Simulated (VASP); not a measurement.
# Li (P2_1/m) in VASP: notebook

Li is run at these levels: PBE+D3(BJ); tasks: single point.

All numbers are computed with VASP 6.6.1; they aren't measurements. Logs are shortened: lines on timing, memory, paths and dates and some standing lists are left out, and cuts for length are marked.

**1. The cell of the first run**

The structure is monoclinic, space group P2_1/m (No. 11). Conventional cell: a = 2.954 Å, b = 4.177 Å, c = 2.954 Å, α = 90.00°, β = 90.00°, γ = 90.00°. Li (site symmetry m) has 10 Li at 2.52 to 3.15 Å within 3.3 Å.

**2. Single point, PBE+D3(BJ) (mode 4 frozen in at -0.340 Å and mode 5 at -0.085 Å (largest displacements))**

INCAR reads:

```
SYSTEM = Li
ALGO = Fast ; EDIFF = 1E-6
ENCUT = 520 ; GGA = PE
ISIF = 2 ; ISMEAR = 0
IVDW = 12 ; LASPH = .TRUE.
LCHARG = .FALSE. ; LREAL = .FALSE.
LWAVE = .FALSE. ; NBANDS = 10
NELM = 80 ; PREC = Accurate
SIGMA = 0.15
```

KPOINTS reads:

```
k-points
0
G
  16 16 12
  0 0 0
```

POSCAR reads:

```
Li
1.0
    0.0000000000     -2.0886081792     -2.0886081792
    0.0000000000      2.0886081792     -2.0886081792
    4.1772163584      0.0000000000      0.0000000000
Li
2
Direct
    0.6017423958      0.4389545625      0.5000000000
   -0.1017423958      0.0610454375      0.0000000000
```

Potentials or basis: VASP PAW PBE potentials, release 64 (Li_sv).

Run with:

```
$ cat potpaw_PBE.64/Li_sv/POTCAR > POTCAR
$ mpirun -np 1 vasp_std > vasp.out
```

OUTCAR:

```text
SYSTEM = Li
   EDIFF = 1E-6
   ENCUT = 520
   GGA = PE
   ISIF = 2
   ISMEAR = 0
   IVDW = 12
   LASPH = .TRUE.
   LREAL = .FALSE.
   NELM = 80
   PREC = Accurate
 IVDW          = 12

 ion  position               nearest neighbor table
   1  0.602  0.439  0.500-   2 2.52   2 2.52
   2  0.898  0.061  0.000-   1 2.52   1 2.52

  LATTYP: Found a simple tetragonal cell.
 ALAT       =     2.9537380135
 C/A-ratio  =     1.4142135624

  Lattice vectors:

 A1 = (   0.0000000000,  -2.0886081792,  -2.0886081792)
 A2 = (   0.0000000000,   2.0886081792,  -2.0886081792)
 A3 = (   4.1772163584,   0.0000000000,   0.0000000000)

Analysis of symmetry for initial positions (statically):
=====================================================================
 Subroutine PRICEL returns:
 Original cell was already a primitive cell.

 Routine SETGRP: Setting up the symmetry group for a
 simple tetragonal supercell.

 Subroutine GETGRP returns: Found  4 space group operations
 (whereof  2 operations were pure point group operations)
 out of a pool of 16 trial point group operations.

The static configuration has the point symmetry C_1h.
 The point group associated with its full space group is C_2h.

Analysis of symmetry for dynamics (positions and initial velocities):
=====================================================================
 Subroutine PRICEL returns:
 Original cell was already a primitive cell.

 Routine SETGRP: Setting up the symmetry group for a
 simple tetragonal supercell.

 Subroutine GETGRP returns: Found  4 space group operations
 (whereof  2 operations were pure point group operations)
 out of a pool of 16 trial point group operations.

The dynamic configuration has the point symmetry C_1h.
 The point group associated with its full space group is C_2h.

 Subroutine INISYM returns: Found  4 space group operations
 (whereof  2 operations are pure point group operations),
 and found     1 'primitive' translations

----------------------------------------------------------------------------------------

                                     Primitive cell

  volume of cell :      36.4444

  direct lattice vectors                    reciprocal lattice vectors
     0.000000000 -2.088608179 -2.088608179     0.000000000 -0.239393872 -0.239393872
     0.000000000  2.088608179 -2.088608179     0.000000000  0.239393872 -0.239393872
     4.177216358  0.000000000  0.000000000     0.239393872  0.000000000  0.000000000

  length of vectors
     2.953738014  2.953738014  4.177216358     0.338554061  0.338554061  0.239393872

  position of ions in fractional coordinates (direct lattice)
     0.601742396  0.438954563  0.500000000
     0.898257604  0.061045437  0.000000000

  ion indices of the primitive-cell ions
   primitive index   ion index
                 1           1
                 2           2

----------------------------------------------------------------------------------------

 KPOINTS: k-points

Automatic generation of k-mesh.
 Grid dimensions read from file:
 generate k-points for:   16   16   12

 Generating k-lattice:

  Cartesian coordinates                     Fractional coordinates (reciprocal lattice)
     0.000000000 -0.014962117 -0.014962117     0.062500000  0.000000000  0.000000000
     0.000000000  0.014962117 -0.014962117     0.000000000  0.062500000  0.000000000
     0.019949489  0.000000000  0.000000000     0.000000000  0.000000000  0.083333333

  Length of vectors
     0.021159629  0.021159629  0.019949489

  Shift w.r.t. Gamma in fractional coordinates (k-lattice)
     0.000000000  0.000000000  0.000000000

 Subroutine IBZKPT returns following result:
 ===========================================

 Found    910 irreducible k-points:

 Following reciprocal coordinates:
            Coordinates               Weight
  0.000000  0.000000  0.000000      1.000000
  0.062500  0.000000  0.000000      2.000000
  0.000000  0.062500  0.000000      2.000000
  0.125000  0.000000  0.000000      2.000000
  0.000000  0.125000  0.000000      2.000000
  0.187500  0.000000  0.000000      2.000000
[... 16 lines left out ...]
  0.062500  0.125000  0.000000      2.000000
  0.187500  0.062500  0.000000      2.000000
 [... further k-points ...]
   k-points           NKPTS =    910   k-points in BZ     NKDIM =    910   number of bands    NBANDS=     10
   number of dos      NEDOS =    301   number of ions     NIONS =      2
   total plane-waves  NPLWV =  18432
   dimension x,y,z NGX =    24 NGY =   24 NGZ =   32
   dimension x,y,z NGXF=    48 NGYF=   48 NGZF=   64
   ions per type =               2
   NGX,Y,Z   is equivalent  to a cutoff of  13.51, 13.51, 12.74 a.u.
   NGXF,Y,Z  is equivalent  to a cutoff of  27.02, 27.02, 25.47 a.u.
 SYSTEM =  Li
   PREC   = accura    normal or accurate (medium, high low for compatibility)
   ISTART =      0    job   : 0-new  1-cont  2-samecut
   ICHARG =      2    charge: 1-file 2-atom 10-const
   ISPIN  =      1    spin polarized calculation?
   LNONCOLLINEAR =      F non collinear calculations
   LSORBIT =      F    spin-orbit coupling
   LASPH  =      T    aspherical Exc in radial PAW
   ENCUT  =  520.0 eV  38.22 Ry    6.18 a.u.   5.49  5.49  7.77*2*pi/ulx,y,z
   NELM   =     80;   NELMIN=  2; NELMDL= -5     # of ELM steps
   EDIFF  = 0.1E-05   stopping-criterion for ELM
   LREAL  =      F    real-space projection
   EDIFFG = 0.1E-04   stopping-criterion for IOM
   NSW    =      0    number of steps for IOM
   IBRION =     -1    ionic relax: 0-MD 1-quasi-New 2-CG
   NFREE  =      0    steps in history (QN), initial steepest desc. (CG)
   ISIF   =      2    stress and relaxation
   ISYM   =      2    0-nonsym 1-usesym 2-fastsym
   POTIM  = 0.5000    time-step for ionic-motion
   TEBEG  =    0.0;   TEEND  =   0.0 temperature during run
   PSTRESS=    0.0 pullay stress
   NELECT =       6.0000    total number of electrons
   NUPDOWN=      -1.0000    fix difference up-down
   EMIN   =  10.00;   EMAX   =-10.00  energy-range for DOS
   EFERMI =   0.00;   METHOD = LEGACY
   ISMEAR =     0;   SIGMA  =   0.15  broadening in eV -4-tet -1-fermi 0-gaus
   EFERMI_NEDOS =   21; number of points for ismear=-14 and -15
   IALGO  =     68    algorithm
   IMIX   =      4    mixing-type and parameters
     AMIX     =   0.40;   BMIX     =  1.00
     AMIX_MAG =   1.60;   BMIX_MAG =  1.00
  volume/ion in A,a.u.               =      18.22       122.97
  Fermi-wavevector in a.u.,A,eV,Ry     =   0.897253  1.695562 10.953548  0.805063
  Thomas-Fermi vector in A             =   2.019814
   LORBIT       =      0    0 simple, 1 ext, 2 COOP (PROOUT), +10 PAW based schemes
   GGA     = PE    functional components
   LHFCALC =     F    Hartree Fock is set to
   AEXX    =    0.0000 exact exchange contribution
   IVDW    =    12    specifies the selected vdW correction
   LEPSILON=     F    determine dielectric tensor
   LRPA    =     F    only Hartree local field effects (RPA)
 non-spin polarized calculation
 RMM-DIIS sequential band-by-band and
 Gauss-broadening in eV      SIGMA  =   0.15
  energy-cutoff  :      520.00
  volume of cell :       36.44
 maximum number of plane-waves:      1008
 NGX is ok and might be reduce to    24
   NGX = 11   NGY = 11   NGZ = 15

 number of electron       5.9999988 magnetization

 Free energy of the ion-electron system (eV)
  ---------------------------------------------------
  ext. energy  EPLUGINS =         0.00000000
  ---------------------------------------------------
  free energy    TOTEN  =        -3.60631977 eV

  energy without entropy =       -3.59646907  energy(sigma->0) =       -3.60139442

 E-fermi :   0.9827     XC(G=0):  -7.3067

 val. band max:        0.9771647201   @ k =   0.0625   0.1250  -0.2500
 cond. band min:       0.9826950363   @ k =  -0.1250   0.0625  -0.2500
 fundamental gap:      0.0055303162
 Fermi energy:         0.9826839529

 k-point     1 :       0.0000    0.0000    0.0000
  band No.  band energies     occupation
      1     -45.6042      2.00000
      2     -45.5433      2.00000
      3      -2.7363      2.00000
      4       2.4054      0.00000
      5       6.0987      0.00000
      6      10.1893      0.00000
      7      10.7907      0.00000
      8      11.3158      0.00000
      9      13.5833      0.00000
     10      17.1022      0.00000

 k-point     2 :       0.0625    0.0000    0.0000
  band No.  band energies     occupation
      1     -45.6036      2.00000
      2     -45.5432      2.00000
      3      -2.6883      2.00000
      4       2.4693      0.00000
      5       6.0734      0.00000
      6       9.5645      0.00000
      7      10.2715      0.00000
      8      12.5529      0.00000
      9      13.5409      0.00000
     10      16.4749      0.00000

 k-point     3 :       0.0000    0.0625    0.0000
  band No.  band energies     occupation
      1     -45.6035      2.00000
      2     -45.5433      2.00000
      3      -2.6885      2.00000
      4       2.4707      0.00000
      5       6.0462      0.00000
      6       9.4094      0.00000
      7      10.8339      0.00000
      8      11.8998      0.00000
      9      13.8544      0.00000
     10      16.3809      0.00000

 k-point     4 :       0.1250    0.0000    0.0000
  band No.  band energies     occupation
      1     -45.6020      2.00000
      2     -45.5427      2.00000
      3      -2.5444      2.00000
      4       2.6608      0.00000
      5       5.9147      0.00000
      6       8.3889      0.00000
      7      10.4323      0.00000
      8      13.3066      0.00000
      9      13.8507      0.00000
     10      15.1935      0.00000

 k-point     5 :       0.0000    0.1250    0.0000
  band No.  band energies     occupation
      1     -45.6014      2.00000
      2     -45.5434      2.00000
      3      -2.5449      2.00000
      4       2.6665      0.00000
      5       5.7984      0.00000
      6       8.4557      0.00000
      7      10.9661      0.00000
      8      12.3906      0.00000
      9      14.2829      0.00000
     10      15.0274      0.00000

 k-point     6 :       0.1875    0.0000    0.0000
  band No.  band energies     occupation
      1     -45.5997      2.00000
      2     -45.5421      2.00000
      3      -2.3052      2.00000
      4       2.9778      0.00000
      5       5.3699      0.00000
      6       7.7469      0.00000
      7      10.6995      0.00000
      8      12.9624      0.00000
      9      13.6592      0.00000
     10      14.5054      0.00000
[... 183 lines left out ...]
 k-point    21 :      -0.0625    0.1250    0.0000
  band No.  band energies     occupation
      1     -45.6008      2.00000
      2     -45.5433      2.00000
      3      -2.4957      2.00000
      4       2.7308      0.00000
      5       5.8332      0.00000
      6       8.0783      0.00000
      7      10.6783      0.00000
      8      13.1447      0.00000
      9      14.3422      0.00000
     10      14.9477      0.00000

 k-point    22 :      -0.1250    0.0625    0.0000
  band No.  band energies     occupation
      1     -45.6013      2.00000
      2     -45.5428      2.00000
      3      -2.4955      2.00000
      4       2.7264      0.00000
      5       5.9309      0.00000
      6       7.9947      0.00000
      7      10.4425      0.00000
      8      13.6982      0.00000
      9      14.0435      0.00000
     10      15.0787      0.00000

 k-point    23 :       0.0625    0.1250    0.0000
  band No.  band energies     occupation
      1     -45.6009      2.00000
      2     -45.5432      2.00000
      3      -2.4972      2.00000
      4       2.7300      0.00000
      5       5.8295      0.00000
      6       8.2988      0.00000
      7      10.2485      0.00000
      8      13.1200      0.00000
      9      14.2676      0.00000
     10      15.0569      0.00000

 k-point    24 :       0.1875    0.0625    0.0000
  band No.  band energies     occupation
      1     -45.5990      2.00000
      2     -45.5421      2.00000
      3      -2.2572      2.00000
      4       3.0425      0.00000
      5       5.4268      0.00000
      6       7.6256      0.00000
      7      10.0996      0.00000
      8      13.3795      0.00000
      9      13.7217      0.00000
     10      14.7842      0.00000

 [... further k-points ...]

------------------------ aborting loop because EDIFF is reached ----------------------------------------

 Edisp (eV)   -0.37812

 E8    (eV) :    -0.1578

  FORCE on cell =-STRESS in cart. coord.  units (eV):
  Direction    XX          YY          ZZ          XY          YZ          ZX
  --------------------------------------------------------------------------------------
  -------------------------------------------------------------------------------------
  Total       0.84029    -0.21850    -0.44941     0.00000    -0.36197     0.00000
  in kB      36.94091    -9.60559   -19.75705     0.00000   -15.91313     0.00000
  external pressure =        2.53 kB  Pullay stress =        0.00 kB

 VOLUME and BASIS-vectors are now :
 -----------------------------------------------------------------------------
  energy-cutoff  :      520.00
  volume of cell :       36.44
      direct lattice vectors                 reciprocal lattice vectors
     0.000000000 -2.088608179 -2.088608179     0.000000000 -0.239393872 -0.239393872
     0.000000000  2.088608179 -2.088608179     0.000000000  0.239393872 -0.239393872
     4.177216358  0.000000000  0.000000000     0.239393872  0.000000000  0.000000000

 POSITION                                       TOTAL-FORCE (eV/Angst)
 -----------------------------------------------------------------------------------
      2.08861     -0.34000     -2.17361         0.000000      0.507511      0.049212
      0.00000     -1.74861     -2.00361         0.000000     -0.507511     -0.049212
 -----------------------------------------------------------------------------------
    total drift:                               -0.000000      0.000000     -0.000000

  FREE ENERGIE OF THE ION-ELECTRON SYSTEM (eV)
  ---------------------------------------------------
  free  energy   TOTEN  =        -3.9844402873 eV

  energy  without entropy=       -3.9745895835  energy(sigma->0) =       -3.97951494
```

Run time: 2.1 min. Hardware: 1 thread of AMD EPYC 9R45 (Zen 5), shared host; peak memory 0.32 GiB.

What came out:

| Item | Value |
| --- | --- |
| Free energy | -3.9844 eV |
| Largest force | 0.510 eV/Å |
| Band gap on the k mesh | zero (band 3 reaches 4.06 eV, above the bottom of band 4 at -1.18 eV) |
| Dispersion energy per atom | -0.189 eV |

Forces in eV/Å, atoms in the order of the input:
```
Li   0.000  0.508  0.049
Li   0.000 -0.508 -0.049
```

Caveat: the cell differs from its parent crystal (mode 4 frozen in at -0.340 Å and mode 5 at -0.085 Å (largest displacements)); the cutoff is under 1.25 times the usual one of these potentials, so pressure, stress and relaxed cells hold a basis-set (Pulay) error; pairwise dispersion overbinds metals, which lowers pressure and volume.

**3. Single point, PBE+D3(BJ) (mode 4 frozen in at -0.340 Å and mode 5 at -0.170 Å (largest displacements))**

INCAR reads:

```
SYSTEM = Li
PREC = Accurate
ENCUT = 520
EDIFF = 1E-6
ISMEAR = 0
SIGMA = 0.15
LREAL = .FALSE.
LASPH = .TRUE.
NELM = 60
ALGO = Fast
ISIF = 2
LWAVE = .FALSE.
LCHARG = .FALSE.
GGA = PE
IVDW = 12
NBANDS = 10
```

KPOINTS reads:

```
Automatic mesh
0
G
  16 16 12
  0 0 0
```

POSCAR reads:

```
Li
1.0
    0.0000000000     -2.0886081792     -2.0886081792
    0.0000000000      2.0886081792     -2.0886081792
    4.1772163584      0.0000000000      0.0000000000
Li
2
Direct
    0.6220908749      0.4593030417      0.5000000000
   -0.1220908749      0.0406969583      0.0000000000
```

Potentials or basis: VASP PAW PBE potentials, release 64 (Li_sv).

Run with:

```
$ cat potpaw_PBE.64/Li_sv/POTCAR > POTCAR
$ mpirun -np 1 vasp_std > vasp.out
```

It took 2.1 min on 1 thread of AMD EPYC 9R45 (Zen 5), shared host; peak memory 0.32 GiB.

Results (log left out):

```yaml
Free_energy: -3.9712 eV
Largest_force: 0.468 eV/Å
Band_gap_on_the_k_mesh: zero (band 3 reaches 3.93 eV, above the bottom of band 4 at -1.18 eV)
Dispersion_energy_per_atom: -0.189 eV
```

Forces in eV/Å, atoms in the order of the input:
```
Li   0.000  0.455  0.108
Li   0.000 -0.455 -0.108
```

Levels at points of the mesh, in eV from the Fermi level:
```
           k point  band 1  band 2  band 3  band 4  band 5  band 6  band 7  band 8
(0.00, 0.00, 0.00)  -46.58  -46.52   -3.71    1.42    5.13    9.02   10.11   10.18
(0.50, 0.00, 0.00)  -46.57  -46.52   -1.19    0.32    4.47    7.21    7.32    9.64
(0.00, 0.50, 0.00)  -46.56  -46.53   -0.87   -0.33    5.16    6.19    8.29    9.23
(0.50, 0.50, 0.00)  -46.55  -46.52    1.69    2.11    3.75    4.67    7.98    9.08
(0.00, 0.00, 0.50)  -46.55  -46.55   -2.15   -2.15   10.59   10.59   11.00   11.00
(0.50, 0.00, 0.50)  -46.54  -46.54    0.17    0.17    2.72    2.72   13.20   13.20
(0.00, 0.50, 0.50)  -46.54  -46.54   -0.17   -0.17    3.26    3.26   13.41   13.41
(0.50, 0.50, 0.50)  -46.54  -46.54    2.96    2.96    3.82    3.82    5.54    5.54
```

Caveat: the cell differs from its parent crystal (mode 4 frozen in at -0.340 Å and mode 5 at -0.170 Å (largest displacements)); the cutoff is under 1.25 times the usual one of these potentials, so pressure, stress and relaxed cells hold a basis-set (Pulay) error; pairwise dispersion overbinds metals, which lowers pressure and volume.
